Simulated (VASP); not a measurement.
# Fe (Im-3m) in VASP: further runs

The runs below take Fe through single point, with r2SCAN.

Program: VASP 6.6.1. These are calculated values, not measurements. Logs are shortened: lines on timing, memory, paths and dates and some standing lists are left out, and cuts for length are marked.

## (1) The cell of the first run

Symmetry: Im-3m, No. 229, cubic system. Conventional cell: a = 2.886 Å, b = 2.886 Å, c = 2.886 Å, α = 90.00°, β = 90.00°, γ = 90.00°. Fe (site symmetry m-3m) has 14 Fe at 2.50 to 2.89 Å within 3.3 Å.

## (2) Single point, r2SCAN, collinear spin, ferromagnetic start

POSCAR

```
Fe
1.0
   -1.4430000000      1.4430000000      1.4430000000
    1.4430000000     -1.4430000000      1.4430000000
    1.4430000000      1.4430000000     -1.4430000000
Fe
1
Direct
    0.0000000000      0.0000000000      0.0000000000
```

INCAR.step1

```
SYSTEM = Fe
ALGO = Normal
EDIFF = 1E-4
ENCUT = 520
GGA = PE
ISMEAR = -1
ISPIN = 2
LASPH = .True.
LCHARG = .False.
LMAXMIX = 4
LREAL = .False.
LWAVE = .True.
MAGMOM = 0.67
NBANDS = 14
NELM = 150
NUPDOWN = 0.67
PREC = Accurate
SIGMA = 0.05
```

INCAR.step2

```
SYSTEM = Fe
ALGO = Normal
EDIFF = 1E-7
ENCUT = 520
ISIF = 2
ISMEAR = -1
ISPIN = 2
ISTART = 1
LASPH = .True.
LCHARG = .True.
LELF = .True.
LMAXMIX = 4
LMIXTAU = .True.
LORBIT = 11
LREAL = .False.
LVHAR = .True.
LWAVE = .False.
MAGMOM = 0.67
METAGGA = R2SCAN
NBANDS = 14
NELM = 150
NUPDOWN = 0.67
PREC = Accurate
SIGMA = 0.05
```

KPOINTS

```
k-points
0
Gamma
  14 14 14
  0 0 0
```

Potentials or basis: VASP PAW PBE potentials, release 64 (Fe).

Command:

```sh
$ cat potpaw_PBE.64/Fe/POTCAR > POTCAR
$ cp INCAR.step1 INCAR
$ mpirun -np 1 vasp_std > vasp.out
$ cp INCAR.step2 INCAR
$ mpirun -np 1 vasp_std > vasp.out
```

OUTCAR:

```text
SYSTEM = Fe
   EDIFF = 1E-7
   ENCUT = 520
   ISIF = 2
   ISMEAR = -1
   ISPIN = 2
   ISTART = 1
   LASPH = .True.
   LORBIT = 11
   LREAL = .False.
   METAGGA = R2SCAN
   NELM = 150
   NUPDOWN = 0.67
   PREC = Accurate

 ion  position               nearest neighbor table
   1  0.000  0.000  0.000-

  LATTYP: Found a body centered cubic cell.
 ALAT       =     2.8860000000

  Lattice vectors:

 A1 = (  -1.4430000000,   1.4430000000,   1.4430000000)
 A2 = (   1.4430000000,  -1.4430000000,   1.4430000000)
 A3 = (   1.4430000000,   1.4430000000,  -1.4430000000)

Analysis of symmetry for initial positions (statically):
=====================================================================
 Subroutine PRICEL returns:
 Original cell was already a primitive cell.

 Routine SETGRP: Setting up the symmetry group for a
 body centered cubic supercell.

 Subroutine GETGRP returns: Found 48 space group operations
 (whereof 48 operations were pure point group operations)
 out of a pool of 48 trial point group operations.

The static configuration has the point symmetry O_h .

Analysis of symmetry for dynamics (positions and initial velocities):
=====================================================================
 Subroutine PRICEL returns:
 Original cell was already a primitive cell.

 Routine SETGRP: Setting up the symmetry group for a
 body centered cubic supercell.

 Subroutine GETGRP returns: Found 48 space group operations
 (whereof 48 operations were pure point group operations)
 out of a pool of 48 trial point group operations.

The dynamic configuration has the point symmetry O_h .

Analysis of structural, dynamic, and magnetic symmetry:
=====================================================================
 Subroutine PRICEL returns:
 Original cell was already a primitive cell.

 Routine SETGRP: Setting up the symmetry group for a
 body centered cubic supercell.

 Subroutine GETGRP returns: Found 48 space group operations
 (whereof 48 operations were pure point group operations)
 out of a pool of 48 trial point group operations.

The overall configuration has the point symmetry O_h .

 Subroutine INISYM returns: Found 48 space group operations
 (whereof 48 operations are pure point group operations),
 and found     1 'primitive' translations

----------------------------------------------------------------------------------------

                                     Primitive cell

  volume of cell :      12.0187

  direct lattice vectors                    reciprocal lattice vectors
    -1.443000000  1.443000000  1.443000000     0.000000000  0.346500347  0.346500347
     1.443000000 -1.443000000  1.443000000     0.346500347  0.000000000  0.346500347
     1.443000000  1.443000000 -1.443000000     0.346500347  0.346500347  0.000000000

  length of vectors
     2.499349315  2.499349315  2.499349315     0.490025489  0.490025489  0.490025489

  position of ions in fractional coordinates (direct lattice)
     0.000000000  0.000000000  0.000000000

  ion indices of the primitive-cell ions
   primitive index   ion index
                 1           1

----------------------------------------------------------------------------------------

 KPOINTS: k-points

Automatic generation of k-mesh.
 Grid dimensions read from file:
 generate k-points for:   14   14   14

 Generating k-lattice:

  Cartesian coordinates                     Fractional coordinates (reciprocal lattice)
     0.000000000  0.024750025  0.024750025     0.071428571  0.000000000  0.000000000
     0.024750025  0.000000000  0.024750025     0.000000000  0.071428571  0.000000000
     0.024750025  0.024750025  0.000000000     0.000000000  0.000000000  0.071428571

  Length of vectors
     0.035001821  0.035001821  0.035001821

  Shift w.r.t. Gamma in fractional coordinates (k-lattice)
     0.000000000  0.000000000  0.000000000

 Subroutine IBZKPT returns following result:
 ===========================================

 Found    104 irreducible k-points:

 Following reciprocal coordinates:
            Coordinates               Weight
  0.000000  0.000000  0.000000      1.000000
  0.071429  0.000000  0.000000     12.000000
  0.142857  0.000000  0.000000     12.000000
  0.214286  0.000000  0.000000     12.000000
  0.285714  0.000000  0.000000     12.000000
  0.357143  0.000000  0.000000     12.000000
[... 16 lines left out ...]
  0.285714  0.285714  0.000000     24.000000
  0.357143  0.285714  0.000000     24.000000
 [... further k-points ...]
   k-points           NKPTS =    104   k-points in BZ     NKDIM =    104   number of bands    NBANDS=     14
   number of dos      NEDOS =    301   number of ions     NIONS =      1
   total plane-waves  NPLWV =   8000
   dimension x,y,z NGX =    20 NGY =   20 NGZ =   20
   dimension x,y,z NGXF=    40 NGYF=   40 NGZF=   40
   ions per type =               1
   NGX,Y,Z   is equivalent  to a cutoff of  13.30, 13.30, 13.30 a.u.
   NGXF,Y,Z  is equivalent  to a cutoff of  26.61, 26.61, 26.61 a.u.
 SYSTEM =  Fe
   PREC   = accura    normal or accurate (medium, high low for compatibility)
   ISTART =      1    job   : 0-new  1-cont  2-samecut
   ICHARG =      0    charge: 1-file 2-atom 10-const
   ISPIN  =      2    spin polarized calculation?
   LNONCOLLINEAR =      F non collinear calculations
   LSORBIT =      F    spin-orbit coupling
   LASPH  =      T    aspherical Exc in radial PAW
   ENCUT  =  520.0 eV  38.22 Ry    6.18 a.u.   4.65  4.65  4.65*2*pi/ulx,y,z
   NELM   =    150;   NELMIN=  2; NELMDL=  0     # of ELM steps
   EDIFF  = 0.1E-06   stopping-criterion for ELM
   LREAL  =      F    real-space projection
   EDIFFG = 0.1E-05   stopping-criterion for IOM
   NSW    =      0    number of steps for IOM
   IBRION =     -1    ionic relax: 0-MD 1-quasi-New 2-CG
   NFREE  =      0    steps in history (QN), initial steepest desc. (CG)
   ISIF   =      2    stress and relaxation
   ISYM   =      2    0-nonsym 1-usesym 2-fastsym
   POTIM  = 0.5000    time-step for ionic-motion
   TEBEG  =    0.0;   TEEND  =   0.0 temperature during run
   PSTRESS=    0.0 pullay stress
   NELECT =       8.0000    total number of electrons
   NUPDOWN=       0.6700    fix difference up-down
   EMIN   =  10.00;   EMAX   =-10.00  energy-range for DOS
   EFERMI =   0.00;   METHOD = LEGACY
   ISMEAR =    -1;   SIGMA  =   0.05  broadening in eV -4-tet -1-fermi 0-gaus
   EFERMI_NEDOS =   21; number of points for ismear=-14 and -15
   IALGO  =     38    algorithm
   IMIX   =      4    mixing-type and parameters
     AMIX     =   0.40;   BMIX     =  1.00
     AMIX_MAG =   1.60;   BMIX_MAG =  1.00
  volume/ion in A,a.u.               =      12.02        81.11
  Fermi-wavevector in a.u.,A,eV,Ry     =   1.429394  2.701162 27.798962  2.043166
  Thomas-Fermi vector in A             =   2.549352
   LORBIT       =     11    0 simple, 1 ext, 2 COOP (PROOUT), +10 PAW based schemes
   METAGGA = R2SCAN    functional components
   LHFCALC =     F    Hartree Fock is set to
   AEXX    =    0.0000 exact exchange contribution
   IVDW    =     0    specifies the selected vdW correction
   LEPSILON=     F    determine dielectric tensor
   LRPA    =     F    only Hartree local field effects (RPA)
 spin polarized calculation
  energy-cutoff  :      520.00
  volume of cell :       12.02
 maximum number of plane-waves:       337
   NGX =  9   NGY =  9   NGZ =  9

 number of electron       7.9999995 magnetization       0.6700000

 Free energy of the ion-electron system (eV)
  ---------------------------------------------------
  ext. energy  EPLUGINS =         0.00000000
  ---------------------------------------------------
  free energy    TOTEN  =       -13.39166682 eV

  energy without entropy =      -13.37609198  energy(sigma->0) =      -13.38387940

 E-fermi :   5.8236     XC(G=0): -13.9183

 val. band max:        5.8135140063   @ k =   0.3571   0.0000   0.0000
 cond. band min:       4.6791023749   @ k =   0.2857   0.2143   0.0000
 fundamental gap:     -1.1344116314
 Fermi energy:         4.6729593114

 spin component 1

 k-point     1 :       0.0000    0.0000    0.0000
  band No.  band energies     occupation
      1      -3.1391      1.00000
      2       3.7118      1.00000
      3       3.7118      1.00000
      4       3.7118      1.00000
      5       4.0054      1.00000
      6       4.0055      1.00000
      7      30.7727      0.00000
      8      30.7727      0.00000
      9      30.7727      0.00000
     10      35.4218      0.00000
     11      35.4218      0.00000
     12      37.7107      0.00000
     13      37.7107      0.00000
     14      37.7107      0.00000

 k-point     2 :       0.0714    0.0000    0.0000
  band No.  band energies     occupation
      1      -2.9290      1.00000
      2       3.6541      1.00000
      3       3.6925      1.00000
      4       3.8226      1.00000
      5       3.9663      1.00000
      6       4.0102      1.00000
      7      29.2612      0.00000
      8      30.3836      0.00000
      9      30.5747      0.00000
     10      34.7537      0.00000
     11      35.2879      0.00000
     12      35.4805      0.00000
     13      36.5162      0.00000
     14      38.3263      0.00000
[... 343 lines left out ...]
      1       1.9590      1.00000
      2       2.1938      1.00000
      3       2.8689      1.00000
      4       4.5476      0.92470
      5       4.8028      0.06936
      6       9.5928      0.00000
      7      14.4638      0.00000
      8      15.8197      0.00000
      9      24.6447      0.00000
     10      32.7217      0.00000
     11      35.0369      0.00000
     12      42.0106      0.00000
     13      44.5057      0.00000
     14      45.8170      0.00000

 k-point    24 :       0.3571    0.2857    0.0000
  band No.  band energies     occupation
      1       2.0094      1.00000
      2       2.4520      1.00000
      3       2.5637      1.00000
      4       4.6306      0.70012
      5       4.8427      0.03248
      6      11.0759      0.00000
      7      12.8772      0.00000
      8      15.3248      0.00000
      9      24.5040      0.00000
     10      33.1930      0.00000
     11      34.7921      0.00000
     12      41.4892      0.00000
     13      45.0951      0.00000
     14      49.1907      0.00000

 [... further k-points ...]

 spin component 2

 k-point     1 :       0.0000    0.0000    0.0000
  band No.  band energies     occupation
      1      -3.6278      1.00000
      2       3.7085      1.00000
      3       3.7087      1.00000
      4       3.7087      1.00000
      5       6.8724      0.00000
      6       6.8724      0.00000
      7      30.4324      0.00000
      8      30.4324      0.00000
      9      30.4324      0.00000
     10      35.8998      0.00000
     11      35.9000      0.00000
     12      37.7381      0.00000
     13      37.7382      0.00000
     14      37.7386      0.00000

 k-point     2 :       0.0714    0.0000    0.0000
  band No.  band energies     occupation
      1      -3.4144      1.00000
      2       3.6474      1.00000
      3       3.7008      1.00000
      4       3.8219      1.00000
      5       6.7995      0.00000
      6       6.8763      0.00000
      7      29.0793      0.00000
      8      30.1373      0.00000
      9      30.2449      0.00000
     10      35.3008      0.00000
     11      35.7267      0.00000
     12      36.0147      0.00000
     13      36.8654      0.00000
     14      38.3540      0.00000
[... 343 lines left out ...]
      1       2.0038      1.00000
      2       2.8106      1.00000
      3       3.1548      1.00000
      4       6.3275      0.00004
      5       6.6439      0.00000
      6       9.8715      0.00000
      7      14.6292      0.00000
      8      15.9625      0.00000
      9      24.8413      0.00000
     10      32.7266      0.00000
     11      35.1281      0.00000
     12      42.7407      0.00000
     13      44.9393      0.00000
     14      46.0571      0.00000

 k-point    24 :       0.3571    0.2857    0.0000
  band No.  band energies     occupation
      1       2.1112      1.00000
      2       2.8276      1.00000
      3       3.1706      1.00000
      4       6.4108      0.00001
      5       6.5729      0.00000
      6      11.2687      0.00000
      7      13.0857      0.00000
      8      15.4768      0.00000
      9      24.6948      0.00000
     10      33.2165      0.00000
     11      34.8362      0.00000
     12      42.2815      0.00000
     13      45.4687      0.00000
     14      49.4211      0.00000

 [... further k-points ...]
[... 5 lines left out ...]
  --------------------------------------------------------------------------------------
  -------------------------------------------------------------------------------------
  Total       -1.8204970     -1.8204970     -1.8204970      0.0000000     -0.0000000      0.0000000
  in kB     -242.6842305   -242.6842305   -242.6842305      0.0000000     -0.0000000      0.0000000
  external PRESSURE =    -242.6842305 kB  Pullay stress =       0.0000000 kB

 VOLUME and BASIS-vectors are now :
 -----------------------------------------------------------------------------
  energy-cutoff  :      520.00
  volume of cell :       12.02
      direct lattice vectors                 reciprocal lattice vectors
    -1.443000000  1.443000000  1.443000000     0.000000000  0.346500347  0.346500347
     1.443000000 -1.443000000  1.443000000     0.346500347  0.000000000  0.346500347
     1.443000000  1.443000000 -1.443000000     0.346500347  0.346500347  0.000000000

 POSITION                                       TOTAL-FORCE (eV/Angst)
 -----------------------------------------------------------------------------------
      0.00000      0.00000      0.00000         0.000000     -0.000000      0.000000
 -----------------------------------------------------------------------------------
    total drift:                                0.000000      0.000000      0.000000

  FREE ENERGIE OF THE ION-ELECTRON SYSTEM (eV)
  ---------------------------------------------------
  free  energy   TOTEN  =       -13.3916668241 eV

  energy  without entropy=      -13.3760919850  energy(sigma->0) =      -13.38387940

 total charge

# of ion       s       p       d       tot
------------------------------------------
    1        0.464   0.500   6.204   7.168

 magnetization (x)

# of ion       s       p       d       tot
------------------------------------------
    1       -0.008  -0.085   0.820   0.726
```

It took 4.3 min on 1 thread of Intel Xeon Platinum 8375C at 2.90GHz (Ice Lake), shared host; peak memory 0.16 GiB.

What came out:

* Free energy: -13.3917 eV
* Pressure: -24.3 GPa
* Net moment: 0.67 μB per cell
* Site moments: Fe +0.73 μB
* Valence electrons inside the program's atomic spheres: Fe 7.17

Caveat: the PAW data sets were made with another functional, which shifts forces and pressure a little; the total moment is fixed, so each spin has its own Fermi level.

(Part 1 of 2 ends here.)
